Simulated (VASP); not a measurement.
# LiF (P4_32_12) in VASP: further runs

Runs on LiF. Level: PBE. Tasks: single point, relaxation of cell and atoms.

All numbers are computed with VASP 6.6.1; they aren't measurements. Logs are shortened: lines on timing, memory, paths and dates and some standing lists are left out, and cuts for length are marked.

**1. The cell of the first run**

Symmetry: P4_32_12, No. 96, tetragonal system. Conventional cell: a = 3.743 Å, b = 3.743 Å, c = 11.310 Å, α = 90.00°, β = 90.00°, γ = 90.00°. Li (site symmetry 1) has 3 F at 1.68 to 1.70 Å within 2.2 Å. Within 2.2 Å of F (site symmetry 1) lie 3 Li at 1.68 to 1.70 Å.

The cell was generated, and may not be a known phase.

**2. Single point, PBE**

Contents of INCAR:

```
PREC = Accurate ; ENCUT = 520
EDIFF = 1E-7 ; ISMEAR = 0
SIGMA = 0.1 ; LREAL = Auto
LASPH = T ; NELM = 60
ALGO = Normal ; ISIF = 2
LWAVE = F ; LCHARG = F
GGA = PE ; NBANDS = 54
```

Contents of KPOINTS:

```
Automatic mesh
0
Gamma
  4 4 2
```

Contents of POSCAR:

```
LiF
1.0
    3.7429119200      0.0000000000      0.0000000000
    0.0000000000      3.7429119200      0.0000000000
    0.0000000000      0.0000000000     11.3095209800
Li F
8 8
Direct
    0.4320251100      0.8838957300      0.9385768200
    0.3838957300      0.0679748900      0.1885768200
    0.0679748900      0.3838957300      0.8114231800
    0.8838957300      0.4320251100      0.0614231800
    0.5679748900      0.1161042700      0.4385768200
    0.6161042700      0.9320251100      0.6885768200
    0.9320251100      0.6161042700      0.3114231800
    0.1161042700      0.5679748900      0.5614231800
    0.0679748900      0.6161042700      0.9385768200
    0.1161042700      0.4320251100      0.1885768200
    0.4320251100      0.1161042700      0.8114231800
    0.6161042700      0.0679748900      0.0614231800
    0.9320251100      0.3838957300      0.4385768200
    0.8838957300      0.5679748900      0.6885768200
    0.5679748900      0.8838957300      0.3114231800
    0.3838957300      0.9320251100      0.5614231800
```

Potentials or basis: VASP PAW PBE potentials, release 64 (Li_sv, F).

Launch:

```
$ cat potpaw_PBE.64/Li_sv/POTCAR potpaw_PBE.64/F/POTCAR > POTCAR
$ mpirun -np 1 vasp_std > vasp.out
```

OUTCAR:

```text
PREC = Accurate
   ENCUT = 520
   EDIFF = 1E-7
   ISMEAR = 0
   LREAL = Auto
   LASPH = T
   NELM = 60
   ISIF = 2
   GGA = PE

 ion  position               nearest neighbor table
   1  0.432  0.884  0.939-  11 1.68   9 1.69  12 1.70
   2  0.384  0.068  0.189-  12 1.68  10 1.69  15 1.70
   3  0.068  0.384  0.811-   9 1.68  11 1.69  14 1.70
   4  0.884  0.432  0.061-  10 1.68  12 1.69   9 1.70
   5  0.568  0.116  0.439-  15 1.68  13 1.69  16 1.70
   6  0.616  0.932  0.689-  16 1.68  14 1.69  11 1.70
[... 8 lines left out ...]
  15  0.568  0.884  0.311-   5 1.68   7 1.69   2 1.70
  16  0.384  0.932  0.561-   6 1.68   8 1.69   5 1.70

  LATTYP: Found a simple tetragonal cell.
 ALAT       =     3.7429119200
 C/A-ratio  =     3.0215835215

  Lattice vectors:

 A1 = (   3.7429119200,   0.0000000000,   0.0000000000)
 A2 = (   0.0000000000,   3.7429119200,   0.0000000000)
 A3 = (   0.0000000000,   0.0000000000,  11.3095209800)

Analysis of symmetry for initial positions (statically):
=====================================================================
 Subroutine PRICEL returns:
 Original cell was already a primitive cell.

 Routine SETGRP: Setting up the symmetry group for a
 simple tetragonal supercell.

 Subroutine GETGRP returns: Found  8 space group operations
 (whereof  2 operations were pure point group operations)
 out of a pool of 16 trial point group operations.

The static configuration has the point symmetry C_2 .
 The point group associated with its full space group is D_4 .

Analysis of symmetry for dynamics (positions and initial velocities):
=====================================================================
 Subroutine PRICEL returns:
 Original cell was already a primitive cell.

 Routine SETGRP: Setting up the symmetry group for a
 simple tetragonal supercell.

 Subroutine GETGRP returns: Found  8 space group operations
 (whereof  2 operations were pure point group operations)
 out of a pool of 16 trial point group operations.

The dynamic configuration has the point symmetry C_2 .
 The point group associated with its full space group is D_4 .

 Subroutine INISYM returns: Found  8 space group operations
 (whereof  2 operations are pure point group operations),
 and found     1 'primitive' translations

[... 111 lines left out ...]
   EDIFFG = 0.1E-05   stopping-criterion for IOM
   NSW    =      0    number of steps for IOM
   IBRION =     -1    ionic relax: 0-MD 1-quasi-New 2-CG
   NFREE  =      0    steps in history (QN), initial steepest desc. (CG)
   ISIF   =      2    stress and relaxation
   ISYM   =      2    0-nonsym 1-usesym 2-fastsym
   POTIM  = 0.5000    time-step for ionic-motion
   TEBEG  =    0.0;   TEEND  =   0.0 temperature during run
   PSTRESS=    0.0 pullay stress
   NELECT =      80.0000    total number of electrons
   NUPDOWN=      -1.0000    fix difference up-down
   EMIN   =  10.00;   EMAX   =-10.00  energy-range for DOS
   EFERMI =   0.00;   METHOD = LEGACY
   ISMEAR =     0;   SIGMA  =   0.10  broadening in eV -4-tet -1-fermi 0-gaus
   EFERMI_NEDOS =   21; number of points for ismear=-14 and -15
   IALGO  =     38    algorithm
   IMIX   =      4    mixing-type and parameters
     AMIX     =   0.40;   BMIX     =  1.00
     AMIX_MAG =   1.60;   BMIX_MAG =  1.00
  volume/ion in A,a.u.               =       9.90        66.83
  Fermi-wavevector in a.u.,A,eV,Ry     =   1.303618  2.463481 23.122012  1.699420
  Thomas-Fermi vector in A             =   2.434608
   LORBIT       =      0    0 simple, 1 ext, 2 COOP (PROOUT), +10 PAW based schemes
   GGA     = PE    functional components
   LHFCALC =     F    Hartree Fock is set to
   AEXX    =    0.0000 exact exchange contribution
   IVDW    =     0    specifies the selected vdW correction
   LEPSILON=     F    determine dielectric tensor
   LRPA    =     F    only Hartree local field effects (RPA)
 non-spin polarized calculation
 Gauss-broadening in eV      SIGMA  =   0.10
  energy-cutoff  :      520.00
  volume of cell :      158.44
 maximum number of plane-waves:      4292
 NGX is ok and might be reduce to    28
   NGX = 13   NGY = 13   NGZ = 43

 number of electron      80.0000070 magnetization

 Free energy of the ion-electron system (eV)
  ---------------------------------------------------
  ext. energy  EPLUGINS =         0.00000000
  ---------------------------------------------------
  free energy    TOTEN  =       -73.56548602 eV

  energy without entropy =      -73.56548602  energy(sigma->0) =      -73.56548602

 E-fermi :  -1.8164     XC(G=0):  -8.7250

 val. band max:       -2.3910108799   @ k =   0.5000   0.5000   0.0000
 cond. band min:       4.9945417052   @ k =   0.0000   0.0000   0.0000
 fundamental gap:      7.3855525851
 Fermi energy:        -1.8163589060

 k-point     1 :       0.0000    0.0000    0.0000
  band No.  band energies     occupation
      1     -42.7683      2.00000
      2     -42.7417      2.00000
      3     -42.7417      2.00000
      4     -42.7025      2.00000
      5     -42.6921      2.00000
      6     -42.6849      2.00000
[... 649 lines left out ...]
     51      11.1068      0.00000
     52      11.1068      0.00000
 [bands above 52 left out]

------------------------ aborting loop because EDIFF is reached ----------------------------------------

  FORCE on cell =-STRESS in cart. coord.  units (eV):
  Direction    XX          YY          ZZ          XY          YZ          ZX
  --------------------------------------------------------------------------------------
  -------------------------------------------------------------------------------------
  Total       10.4302713     10.4302713     22.0723586      0.0000000      0.0000000     -0.0000000
  in kB      105.4733550    105.4733550    223.2008788      0.0000000      0.0000000     -0.0000000
  external PRESSURE =     144.7158629 kB  Pullay stress =       0.0000000 kB

 VOLUME and BASIS-vectors are now :
 -----------------------------------------------------------------------------
  energy-cutoff  :      520.00
  volume of cell :      158.44
      direct lattice vectors                 reciprocal lattice vectors
     3.742911920  0.000000000  0.000000000     0.267171662  0.000000000  0.000000000
     0.000000000  3.742911920  0.000000000     0.000000000  0.267171662  0.000000000
     0.000000000  0.000000000 11.309520980     0.000000000  0.000000000  0.088421075

 POSITION                                       TOTAL-FORCE (eV/Angst)
 -----------------------------------------------------------------------------------
      1.61703      3.30834     10.61485         0.442911     -0.189646      0.100983
      1.43689      0.25442      2.13271        -0.189646     -0.442911      0.100983
      0.25442      1.43689      9.17681        -0.442911     -0.189646     -0.100983
      3.30834      1.61703      0.69467        -0.189646      0.442911     -0.100983
      2.12588      0.43457      4.96009        -0.442911      0.189646      0.100983
      2.30602      3.48849      7.78747         0.189646      0.442911      0.100983
[... 8 lines left out ...]
      2.12588      3.30834      3.52205        -0.570538     -0.151208     -0.210284
      1.43689      3.48849      6.34943        -0.151208      0.570538     -0.210284
 -----------------------------------------------------------------------------------
    total drift:                                0.000000     -0.000000     -0.000000

  FREE ENERGIE OF THE ION-ELECTRON SYSTEM (eV)
  ---------------------------------------------------
  free  energy   TOTEN  =       -73.5654860193 eV

  energy  without entropy=      -73.5654860193  energy(sigma->0) =      -73.56548602
```

Wall time 63 s (1 thread of Intel Xeon 6975P-C (Granite Rapids), shared host); peak memory 0.26 GiB.

Results:

| Item | Value |
| --- | --- |
| Free energy | -73.5655 eV |
| Largest force | 0.627 eV/Å |
| Band gap on the k mesh | 7.39 eV (least direct gap 7.48 eV) |

Forces in eV/Å, atoms in the order of the input:
```
Li   0.443 -0.190  0.101
Li  -0.190 -0.443  0.101
Li  -0.443 -0.190 -0.101
Li  -0.190  0.443 -0.101
Li  -0.443  0.190  0.101
Li   0.190  0.443  0.101
Li   0.443  0.190 -0.101
Li   0.190 -0.443 -0.101
F   -0.571  0.151  0.210
F    0.151  0.571  0.210
F    0.571  0.151 -0.210
F    0.151 -0.571 -0.210
F    0.571 -0.151  0.210
F   -0.151 -0.571  0.210
F   -0.571 -0.151 -0.210
F   -0.151  0.571 -0.210
```

Levels at points of the mesh, in eV from the valence-band top:
```csv
k point,band 37,band 38,band 39,band 40,band 41,band 42,band 43,band 44
"(0.00, 0.00, 0.00)",-0.28,-0.11,-0.11,-0.09,7.39,8.57,8.57,10.54
"(0.50, 0.00, 0.00)",-0.26,-0.26,-0.16,-0.16,9.64,9.64,10.29,10.29
"(0.50, 0.50, 0.00)",-0.15,-0.15,0.00,0.00,11.07,11.07,11.46,11.46
"(0.00, 0.00, 0.50)",-0.19,-0.19,-0.09,-0.09,7.70,7.70,9.86,9.86
"(0.50, 0.00, 0.50)",-0.24,-0.24,-0.18,-0.18,9.69,9.69,10.04,10.04
"(0.50, 0.50, 0.50)",-0.06,-0.06,-0.06,-0.06,11.18,11.18,11.18,11.18
```

Caveat: the cutoff is under 1.25 times the usual one of these potentials, so pressure, stress and relaxed cells hold a basis-set (Pulay) error.

**3. Relaxation of cell and atoms, PBE**

Contents of INCAR:

```
SYSTEM = LiF
  PREC = Accurate
  ENCUT = 600
  EDIFF = 1E-7
  ISMEAR = 0
  SIGMA = 0.1
  LREAL = Auto
  LASPH = .True.
  NELM = 60
  ALGO = Normal
  ISIF = 3
  LWAVE = .False.
  LCHARG = .False.
  GGA = PE
  IBRION = 2
  NSW = 90
  EDIFFG = -0.04
```

Contents of KPOINTS:

```
regular mesh
0
Gamma
  4 4 2
  0 0 0
```

POSCAR is that of step 2.

Potentials or basis: VASP PAW PBE potentials, release 64 (Li_sv, F).

Launch:

```
$ cat potpaw_PBE.64/Li_sv/POTCAR potpaw_PBE.64/F/POTCAR > POTCAR
$ mpirun -np 1 vasp_std > vasp.out
```

Wall time 19 min (1 thread of Intel Xeon 6975P-C (Granite Rapids), shared host); peak memory 0.31 GiB.

The run converged. Its results:

- Free energy: -76.1539 eV
- Relaxed volume: 9.44 Å³/atom
- Relaxed cell: a = 3.261 Å, b = 3.261 Å, c = 14.199 Å, α = 90.00°, β = 90.00°, γ = 90.00°
- Space group after relaxing (to 0.1 Å): P4_32_12 (No. 96)
- Energy gained by relaxing: 159.6 meV/atom
- Ionic steps: 25
- Pressure after relaxing: 0.1 GPa
- Largest force after relaxing: 0.029 eV/Å
- Band gap on the k mesh: 7.87 eV

Forces in eV/Å, atoms in the order of the input:
```
Li  -0.018 -0.016  0.005
Li  -0.016  0.018  0.005
Li   0.018 -0.016 -0.005
Li  -0.016 -0.018 -0.005
Li   0.018  0.016  0.005
Li   0.016 -0.018  0.005
Li  -0.018  0.016 -0.005
Li   0.016  0.018 -0.005
F   -0.029  0.002 -0.003
F    0.002  0.029 -0.003
F    0.029  0.002  0.003
F    0.002 -0.029  0.003
F    0.029 -0.002 -0.003
F   -0.002 -0.029 -0.003
F   -0.029 -0.002  0.003
F   -0.002  0.029  0.003
```

Stress tensor (GPa, compression positive):
```
 0.14  0.00  0.00
 0.00  0.14  0.00
 0.00  0.00 -0.13
```

The path:
```
step  energy change (eV)  largest force (eV/Å)  pressure (GPa)  volume (Å³)
   1              0.0000                0.6239           14.22       158.44
   2             -1.4035                0.2975            3.38       179.40
   3             -1.4776                0.3141           -2.64       200.32
   4             -1.5617                0.2968           -0.55       191.76
   5             -1.5623                0.2956           -0.36       191.05
   6             -1.6354                0.1988           -0.65       191.11
   7             -1.7064                0.1838           -1.09       191.20
   8             -1.7801                0.1599           -1.02       188.51
   9             -1.9894                0.1858           -0.88       180.32
  10             -2.3550                0.2498           -0.50       163.50
  11             -1.4085                1.1800            7.37       128.98
  12             -2.3759                0.3295            0.08       158.66
  13             -2.3077                0.3934            2.29       142.39
  14             -2.4115                0.3394            0.68       152.60
  15             -2.4929                0.1630            0.13       150.32
  16             -2.4979                0.1837            0.00       149.53
  17             -2.5239                0.1034            0.32       149.57
  18             -2.5320                0.0886            0.64       149.60
  19             -2.5428                0.0611           -0.18       151.10
  20             -2.5430                0.0623           -0.32       151.34
  21             -2.5467                0.0540           -0.09       150.97
  22             -2.5488                0.0476            0.34       150.24
  23             -2.5511                0.0407            0.21       150.50
  24             -2.5518                0.0424            0.11       150.72
  25             -2.5535                0.0293            0.05       150.99
```

Final structure:
```xyz
16
Lattice="3.2610 0.0000 0.0000 0.0000 3.2610 0.0000 0.0000 0.0000 14.1991" Properties=species:S:1:pos:R:3 pbc="T T T"
Li    1.6190    2.8959   13.2901
Li    1.2654    0.0115    2.6408
Li    0.0115    1.2654   11.5583
Li    2.8959    1.6190    0.9089
Li    1.6420    0.3651    6.1906
Li    1.9955    3.2495    9.7404
Li    3.2495    1.9955    4.4587
Li    0.3651    1.6420    8.0085
F     0.0304    1.8521   13.3028
F     0.2216    1.6001    2.6535
F     1.6001    0.2216   11.5456
F     1.8521    0.0304    0.8962
F     3.2306    1.4088    6.2033
F     3.0393    1.6609    9.7531
F     1.6609    3.0393    4.4460
F     1.4088    3.2306    7.9958
```

Levels at points of the mesh, in eV from the valence-band top:
```tsv
k point	band 37	band 38	band 39	band 40	band 41	band 42	band 43	band 44
(0.00, 0.00, 0.00)	-0.14	-0.07	0.00	0.00	7.87	8.72	8.72	10.79
(0.50, 0.00, 0.00)	-0.38	-0.38	-0.17	-0.17	10.18	10.18	10.37	10.37
(0.50, 0.50, 0.00)	-0.52	-0.52	-0.21	-0.21	11.92	11.92	11.99	11.99
(0.00, 0.00, 0.50)	-0.05	-0.05	-0.03	-0.03	8.09	8.09	9.69	9.69
(0.50, 0.00, 0.50)	-0.29	-0.29	-0.23	-0.23	10.19	10.19	10.37	10.37
(0.50, 0.50, 0.50)	-0.30	-0.30	-0.30	-0.30	11.95	11.95	11.95	11.95
```

Caveat: the cutoff is under 1.25 times the usual one of these potentials, so pressure, stress and relaxed cells hold a basis-set (Pulay) error; a cell axis changed by over 15 % at a fixed basis, so the end point is rough. A k mesh can miss the band edges.
